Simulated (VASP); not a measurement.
# CaTl2IrF6 (Fm-3m) in VASP: further runs

Runs on CaTl2IrF6. Level: r2SCAN. Tasks: single point.

All numbers are computed with VASP 6.6.1; they aren't measurements. Logs are shortened: lines on timing, memory, paths and dates and some standing lists are left out, and cuts for length are marked.

### 1 The cell of the first run

The structure is cubic, space group Fm-3m (No. 225). Conventional cell: a = 8.513 Å, b = 8.513 Å, c = 8.513 Å, α = 90.00°, β = 90.00°, γ = 90.00°. Ir (site symmetry m-3m) has 6 F at 1.98 Å within 2.6 Å. F (site symmetry 4mm) has 1 Ir at 1.98 Å and 1 Ca at 2.28 Å within 2.6 Å. Within 4.0 Å of Tl (site symmetry -43m) lie 12 F at 3.01 Å and 4 Ir at 3.69 Å and 4 Ca at 3.69 Å. Within 3.0 Å of Ca (site symmetry m-3m) lie 6 F at 2.28 Å.

### 2 Single point, r2SCAN

File POSCAR:

```
CaTl2IrF6
1.0
    0.0000000000      4.2566670000      4.2566670000
    4.2566670000      0.0000000000      4.2566670000
    4.2566670000      4.2566670000      0.0000000000
Ir F Tl Ca
1 6 2 1
Direct
    0.5000000000      0.5000000000      0.5000000000
    0.7326000000      0.2674000000      0.2674000000
    0.2674000000      0.7326000000      0.2674000000
    0.2674000000      0.7326000000      0.7326000000
    0.7326000000      0.2674000000      0.7326000000
    0.2674000000      0.2674000000      0.7326000000
    0.7326000000      0.7326000000      0.2674000000
    0.2500000000      0.2500000000      0.2500000000
    0.7500000000      0.7500000000      0.7500000000
    0.0000000000      0.0000000000      0.0000000000
```

File INCAR.step1:

```
  ALGO = Normal
  EDIFF = 1E-4
  ENCUT = 520
  GGA = PE
  ISMEAR = -1
  LASPH = T
  LCHARG = F
  LREAL = F
  LWAVE = T
  NBANDS = 54
  NELM = 100
  PREC = Accurate
  SIGMA = 0.1
```

File INCAR.step2:

```
  ALGO = Normal
  EDIFF = 1E-6
  ENCUT = 520
  ISIF = 2
  ISMEAR = -1
  ISTART = 1
  LASPH = T
  LCHARG = T
  LELF = T
  LMIXTAU = T
  LREAL = F
  LVHAR = T
  LWAVE = F
  METAGGA = R2SCAN
  NBANDS = 54
  NELM = 100
  PREC = Accurate
  SIGMA = 0.1
```

File KPOINTS:

```
k-points
0
Gamma
  4 4 4
```

Potentials or basis: VASP PAW PBE potentials, release 64 (Ir, F, Tl_d, Ca_sv).

Run with:

```sh
$ cat potpaw_PBE.64/Ir/POTCAR potpaw_PBE.64/F/POTCAR potpaw_PBE.64/Tl_d/POTCAR potpaw_PBE.64/Ca_sv/POTCAR > POTCAR
$ cp INCAR.step1 INCAR
$ mpirun -np 1 vasp_std > vasp.out
$ cp INCAR.step2 INCAR
$ mpirun -np 1 vasp_std > vasp.out
```

OUTCAR:

```text
EDIFF = 1E-6
   ENCUT = 520
   ISIF = 2
   ISMEAR = -1
   ISTART = 1
   LASPH = T
   LREAL = F
   METAGGA = R2SCAN
   NELM = 100
   PREC = Accurate

 ion  position               nearest neighbor table
   1  0.500  0.500  0.500-   2 1.98   3 1.98   4 1.98   5 1.98   6 1.98   7 1.98   8 3.69   8 3.69
                             8 3.69   8 3.69   9 3.69   9 3.69   9 3.69   9 3.69
   2  0.733  0.267  0.267-   1 1.98  10 2.28   8 3.01   8 3.01   9 3.01   9 3.01
   3  0.267  0.733  0.267-   1 1.98  10 2.28   8 3.01   8 3.01   9 3.01   9 3.01
   4  0.267  0.733  0.733-   1 1.98  10 2.28   8 3.01   9 3.01   8 3.01   9 3.01
   5  0.733  0.267  0.733-   1 1.98  10 2.28   8 3.01   9 3.01   8 3.01   9 3.01
   6  0.267  0.267  0.733-   1 1.98  10 2.28   8 3.01   8 3.01   9 3.01   9 3.01
   7  0.733  0.733  0.267-   1 1.98  10 2.28   8 3.01   9 3.01   8 3.01   9 3.01
   8  0.250  0.250  0.250-   6 3.01   6 3.01   7 3.01   7 3.01   5 3.01   3 3.01   3 3.01   4 3.01
                             2 3.01   2 3.01   5 3.01   4 3.01   1 3.69   1 3.69   1 3.69   1 3.69
   9  0.750  0.750  0.750-   6 3.01   6 3.01   7 3.01   7 3.01   5 3.01   4 3.01   2 3.01   3 3.01
                             3 3.01   4 3.01   5 3.01   2 3.01   1 3.69   1 3.69   1 3.69   1 3.69
  10  0.000  0.000  0.000-   2 2.28   3 2.28   4 2.28   5 2.28   6 2.28   7 2.28

  LATTYP: Found a face centered cubic cell.
 ALAT       =     8.5133340000

  Lattice vectors:

 A1 = (   0.0000000000,   4.2566670000,   4.2566670000)
 A2 = (   4.2566670000,   0.0000000000,   4.2566670000)
 A3 = (   4.2566670000,   4.2566670000,   0.0000000000)

Analysis of symmetry for initial positions (statically):
=====================================================================
 Subroutine PRICEL returns:
 Original cell was already a primitive cell.

 Routine SETGRP: Setting up the symmetry group for a
 face centered cubic supercell.

 Subroutine GETGRP returns: Found 48 space group operations
 (whereof 48 operations were pure point group operations)
 out of a pool of 48 trial point group operations.

The static configuration has the point symmetry O_h .

Analysis of symmetry for dynamics (positions and initial velocities):
=====================================================================
 Subroutine PRICEL returns:
 Original cell was already a primitive cell.

 Routine SETGRP: Setting up the symmetry group for a
 face centered cubic supercell.

 Subroutine GETGRP returns: Found 48 space group operations
 (whereof 48 operations were pure point group operations)
 out of a pool of 48 trial point group operations.

The dynamic configuration has the point symmetry O_h .

 Subroutine INISYM returns: Found 48 space group operations
 (whereof 48 operations are pure point group operations),
 and found     1 'primitive' translations

----------------------------------------------------------------------------------------

                                     Primitive cell

  volume of cell :     154.2549

  direct lattice vectors                    reciprocal lattice vectors
     0.000000000  4.256667000  4.256667000    -0.117462794  0.117462794  0.117462794
     4.256667000  0.000000000  4.256667000     0.117462794 -0.117462794  0.117462794
     4.256667000  4.256667000  0.000000000     0.117462794  0.117462794 -0.117462794

  length of vectors
     6.019836202  6.019836202  6.019836202     0.203451528  0.203451528  0.203451528

  position of ions in fractional coordinates (direct lattice)
     0.500000000  0.500000000  0.500000000
     0.732600000  0.267400000  0.267400000
     0.267400000  0.732600000  0.267400000
     0.267400000  0.732600000  0.732600000
     0.732600000  0.267400000  0.732600000
     0.267400000  0.267400000  0.732600000
     0.732600000  0.732600000  0.267400000
     0.250000000  0.250000000  0.250000000
     0.750000000  0.750000000  0.750000000
     0.000000000  0.000000000  0.000000000

  ion indices of the primitive-cell ions
   primitive index   ion index
                 1           1
                 2           2
                 3           3
                 4           4
                 5           5
                 6           6
                 7           7
                 8           8
                 9           9
                10          10

----------------------------------------------------------------------------------------

 KPOINTS: k-points

Automatic generation of k-mesh.
 Grid dimensions read from file:
 generate k-points for:    4    4    4

 Generating k-lattice:

  Cartesian coordinates                     Fractional coordinates (reciprocal lattice)
    -0.029365699  0.029365699  0.029365699     0.250000000  0.000000000  0.000000000
     0.029365699 -0.029365699  0.029365699     0.000000000  0.250000000  0.000000000
     0.029365699  0.029365699 -0.029365699     0.000000000  0.000000000  0.250000000

  Length of vectors
     0.050862882  0.050862882  0.050862882

  Shift w.r.t. Gamma in fractional coordinates (k-lattice)
     0.000000000  0.000000000  0.000000000

 Subroutine IBZKPT returns following result:
 ===========================================

 Found      8 irreducible k-points:

 Following reciprocal coordinates:
            Coordinates               Weight
  0.000000  0.000000  0.000000      1.000000
  0.250000  0.000000  0.000000      8.000000
  0.500000  0.000000  0.000000      4.000000
  0.250000  0.250000  0.000000      6.000000
  0.500000  0.250000  0.000000     24.000000
 -0.250000  0.250000  0.000000     12.000000
  0.500000  0.500000  0.000000      3.000000
 -0.250000  0.500000  0.250000      6.000000
   k-points           NKPTS =      8   k-points in BZ     NKDIM =      8   number of bands    NBANDS=     54
   number of dos      NEDOS =    301   number of ions     NIONS =     10
   total plane-waves  NPLWV = 110592
   dimension x,y,z NGX =    48 NGY =   48 NGZ =   48
   dimension x,y,z NGXF=    96 NGYF=   96 NGZF=   96
   ions per type =               1   6   2   1
   NGX,Y,Z   is equivalent  to a cutoff of  13.26, 13.26, 13.26 a.u.
   NGXF,Y,Z  is equivalent  to a cutoff of  26.51, 26.51, 26.51 a.u.
 SYSTEM =  unknown system
   PREC   = accura    normal or accurate (medium, high low for compatibility)
   ISTART =      1    job   : 0-new  1-cont  2-samecut
   ICHARG =      0    charge: 1-file 2-atom 10-const
   ISPIN  =      1    spin polarized calculation?
   LNONCOLLINEAR =      F non collinear calculations
   LSORBIT =      F    spin-orbit coupling
   LASPH  =      T    aspherical Exc in radial PAW
   ENCUT  =  520.0 eV  38.22 Ry    6.18 a.u.  11.19 11.19 11.19*2*pi/ulx,y,z
   NELM   =    100;   NELMIN=  2; NELMDL=  0     # of ELM steps
   EDIFF  = 0.1E-05   stopping-criterion for ELM
   LREAL  =      F    real-space projection
   EDIFFG = 0.1E-04   stopping-criterion for IOM
   NSW    =      0    number of steps for IOM
   IBRION =     -1    ionic relax: 0-MD 1-quasi-New 2-CG
   NFREE  =      0    steps in history (QN), initial steepest desc. (CG)
   ISIF   =      2    stress and relaxation
   ISYM   =      2    0-nonsym 1-usesym 2-fastsym
   POTIM  = 0.5000    time-step for ionic-motion
   TEBEG  =    0.0;   TEEND  =   0.0 temperature during run
   PSTRESS=    0.0 pullay stress
   NELECT =      87.0000    total number of electrons
   NUPDOWN=      -1.0000    fix difference up-down
   EMIN   =  10.00;   EMAX   =-10.00  energy-range for DOS
   EFERMI =   0.00;   METHOD = LEGACY
   ISMEAR =    -1;   SIGMA  =   0.10  broadening in eV -4-tet -1-fermi 0-gaus
   EFERMI_NEDOS =   21; number of points for ismear=-14 and -15
   IALGO  =     38    algorithm
   IMIX   =      4    mixing-type and parameters
     AMIX     =   0.40;   BMIX     =  1.00
     AMIX_MAG =   1.60;   BMIX_MAG =  1.00
  volume/ion in A,a.u.               =      15.43       104.10
  Fermi-wavevector in a.u.,A,eV,Ry     =   1.352596  2.556037 24.892092  1.829517
  Thomas-Fermi vector in A             =   2.479922
   LORBIT       =      0    0 simple, 1 ext, 2 COOP (PROOUT), +10 PAW based schemes
   METAGGA = R2SCAN    functional components
   LHFCALC =     F    Hartree Fock is set to
   AEXX    =    0.0000 exact exchange contribution
   IVDW    =     0    specifies the selected vdW correction
   LEPSILON=     F    determine dielectric tensor
   LRPA    =     F    only Hartree local field effects (RPA)
 non-spin polarized calculation
  energy-cutoff  :      520.00
  volume of cell :      154.25
 maximum number of plane-waves:      4184
 NGX is ok and might be reduce to    48
   NGX = 23   NGY = 23   NGZ = 23

 number of electron      87.0000010 magnetization

 Free energy of the ion-electron system (eV)
  ---------------------------------------------------
  ext. energy  EPLUGINS =         0.00000000
  ---------------------------------------------------
  free energy    TOTEN  =      -205.40250073 eV

  energy without entropy =     -205.32722915  energy(sigma->0) =     -205.36486494

 E-fermi :   6.3524     XC(G=0): -10.7574

 val. band max:        6.3034178260   @ k =  -0.2500   0.5000   0.2500
 cond. band min:       6.6264095045   @ k =  -0.2500   0.2500   0.0000
 fundamental gap:      0.3229916785
 Fermi energy:         6.3523615815

 k-point     1 :       0.0000    0.0000    0.0000
  band No.  band energies     occupation
      1     -37.8885      2.00000
      2     -21.9230      2.00000
      3     -21.6288      2.00000
      4     -21.6288      2.00000
      5     -21.6288      2.00000
      6     -21.5988      2.00000
[... 46 lines left out ...]
     53      10.3833      0.00000
     54      10.3833      0.00000

 k-point     2 :       0.2500    0.0000    0.0000
  band No.  band energies     occupation
      1     -37.8885      2.00000
      2     -21.9732      2.00000
      3     -21.7134      2.00000
      4     -21.7134      2.00000
      5     -21.5659      2.00000
      6     -21.5089      2.00000
[... 334 lines left out ...]
 k-point     8 :      -0.2500    0.5000    0.2500
  band No.  band energies     occupation
      1     -37.8885      2.00000
      2     -21.9347      2.00000
      3     -21.6784      2.00000
      4     -21.6360      2.00000
      5     -21.6360      2.00000
      6     -21.6288      2.00000
[... 46 lines left out ...]
     53       9.9371      0.00000
     54      10.6891      0.00000

------------------------ aborting loop because EDIFF is reached ----------------------------------------

  FORCE on cell =-STRESS in cart. coord.  units (eV):
  Direction    XX          YY          ZZ          XY          YZ          ZX
  --------------------------------------------------------------------------------------
  -------------------------------------------------------------------------------------
  Total        8.5265712      8.5265712      8.5265712     -0.0000000      0.0000000     -0.0000000
  in kB       88.5617076     88.5617076     88.5617076     -0.0000000      0.0000000     -0.0000000
  external PRESSURE =      88.5617076 kB  Pullay stress =       0.0000000 kB

 VOLUME and BASIS-vectors are now :
 -----------------------------------------------------------------------------
  energy-cutoff  :      520.00
  volume of cell :      154.25
      direct lattice vectors                 reciprocal lattice vectors
     0.000000000  4.256667000  4.256667000    -0.117462794  0.117462794  0.117462794
     4.256667000  0.000000000  4.256667000     0.117462794 -0.117462794  0.117462794
     4.256667000  4.256667000  0.000000000     0.117462794  0.117462794 -0.117462794

 POSITION                                       TOTAL-FORCE (eV/Angst)
 -----------------------------------------------------------------------------------
      4.25667      4.25667      4.25667         0.000000      0.000000     -0.000000
      2.27647      4.25667      4.25667        -1.645791      0.000000     -0.000000
      4.25667      2.27647      4.25667         0.000000     -1.645791     -0.000000
      6.23687      4.25667      4.25667         1.645791      0.000000     -0.000000
      4.25667      6.23687      4.25667         0.000000      1.645791     -0.000000
      4.25667      4.25667      2.27647         0.000000      0.000000     -1.645791
      4.25667      4.25667      6.23687         0.000000      0.000000      1.645791
      2.12833      2.12833      2.12833         0.000000      0.000000     -0.000000
      6.38500      6.38500      6.38500         0.000000      0.000000     -0.000000
      0.00000      0.00000      0.00000         0.000000      0.000000     -0.000000
 -----------------------------------------------------------------------------------
    total drift:                                0.000000      0.000000      0.000000

  FREE ENERGIE OF THE ION-ELECTRON SYSTEM (eV)
  ---------------------------------------------------
  free  energy   TOTEN  =      -205.4025007302 eV

  energy  without entropy=     -205.3272291489  energy(sigma->0) =     -205.36486494
```

Wall time 11 min (1 thread of AMD EPYC 7R13 (Zen 3), shared host); peak memory 0.36 GiB.

Results:

```yaml
Free_energy: -205.4025 eV
Pressure: 8.9 GPa
Largest_force: 1.646 eV/Å
```

Forces in eV/Å, atoms in the order of the input:
```
Ir   0.000  0.000  0.000
F   -1.646  0.000  0.000
F    0.000 -1.646  0.000
F    1.646  0.000  0.000
F    0.000  1.646  0.000
F    0.000  0.000 -1.646
F    0.000  0.000  1.646
Tl   0.000  0.000  0.000
Tl   0.000  0.000  0.000
Ca   0.000  0.000  0.000
```

Levels at points of the mesh, in eV from the Fermi level:
| k point | band 41 | band 42 | band 43 | band 44 | band 45 | band 46 |
| --- | --- | --- | --- | --- | --- | --- |
| (0.00, 0.00, 0.00) | -3.01 | -3.01 | -3.01 | 0.43 | 0.43 | 1.57 |
| (0.50, 0.00, 0.00) | -2.80 | -2.80 | -2.80 | 0.73 | 0.73 | 0.91 |
| (0.50, 0.50, 0.00) | -2.88 | -2.71 | -2.71 | -0.83 | 0.46 | 0.74 |

Caveat: the PAW data sets were made with another functional, which shifts forces and pressure a little; spin-orbit coupling is left out, which moves the levels of the heavy elements; an odd number of electrons without spin polarisation forces a metal; a magnetic or distorted state may lie lower.

### 3 Single point, r2SCAN

POSCAR is that of step 2.

File INCAR.step1:

```
SYSTEM = CaTl2IrF6
PREC = Accurate
ENCUT = 520
ISMEAR = -5
SIGMA = 0.1
LREAL = .False.
LASPH = .True.
NELM = 80
NBANDS = 54
GGA = PE
ALGO = Normal
EDIFF = 1E-4
LWAVE = .True.
LCHARG = .False.
```

File INCAR.step2:

```
SYSTEM = CaTl2IrF6
PREC = Accurate
ENCUT = 520
EDIFF = 1E-6
ISMEAR = -5
SIGMA = 0.1
LREAL = .False.
LASPH = .True.
NELM = 80
ALGO = Normal
ISIF = 2
LWAVE = .False.
LCHARG = .True.
METAGGA = R2SCAN
LMIXTAU = .True.
LELF = .True.
LVHAR = .True.
NBANDS = 54
ISTART = 1
```

File KPOINTS:

```
regular mesh
0
Gamma
  4 4 4
  0 0 0
```

Potentials or basis: VASP PAW PBE potentials, release 64 (Ir, F, Tl_d, Ca_sv).

Run with:

```sh
$ cat potpaw_PBE.64/Ir/POTCAR potpaw_PBE.64/F/POTCAR potpaw_PBE.64/Tl_d/POTCAR potpaw_PBE.64/Ca_sv/POTCAR > POTCAR
$ cp INCAR.step1 INCAR
$ mpirun -np 1 vasp_std > vasp.out
$ cp INCAR.step2 INCAR
$ mpirun -np 1 vasp_std > vasp.out
```

It used 780 s of CPU time on 1 thread of AMD EPYC 7R13 Processor (Zen 3) (shared host).

Results (log left out):

```
Free energy   : -205.3510 eV
Pressure      : 8.9 GPa
Largest force : 1.652 eV/Å
```

Forces on the atoms (eV/Å):
```
Ir   0.000  0.000  0.000
F   -1.652  0.000  0.000
F    0.000 -1.652  0.000
F    1.652  0.000  0.000
F    0.000  1.652  0.000
F    0.000  0.000 -1.652
F    0.000  0.000  1.652
Tl   0.000  0.000  0.000
Tl   0.000  0.000  0.000
Ca   0.000  0.000  0.000
```

Levels at points of the mesh, in eV from the Fermi level:
| k point | band 39 | band 40 | band 41 | band 42 | band 43 | band 44 | band 45 | band 46 | band 47 | band 48 |
| --- | --- | --- | --- | --- | --- | --- | --- | --- | --- | --- |
| (0.00, 0.00, 0.00) | -7.32 | -6.70 | -3.09 | -3.09 | -3.09 | 0.36 | 0.36 | 1.47 | 1.47 | 1.47 |
| (0.50, 0.00, 0.00) | -6.24 | -5.79 | -2.88 | -2.88 | -2.88 | 0.65 | 0.65 | 0.81 | 0.99 | 1.59 |
| (0.50, 0.50, 0.00) | -5.80 | -5.56 | -2.96 | -2.79 | -2.79 | -0.93 | 0.38 | 0.65 | 0.70 | 0.70 |

Caveat: the PAW data sets were made with another functional, which shifts forces and pressure a little; spin-orbit coupling is left out, which moves the levels of the heavy elements; an odd number of electrons without spin polarisation forces a metal; a magnetic or distorted state may lie lower; tetrahedron occupations give inexact forces and stress in metals.
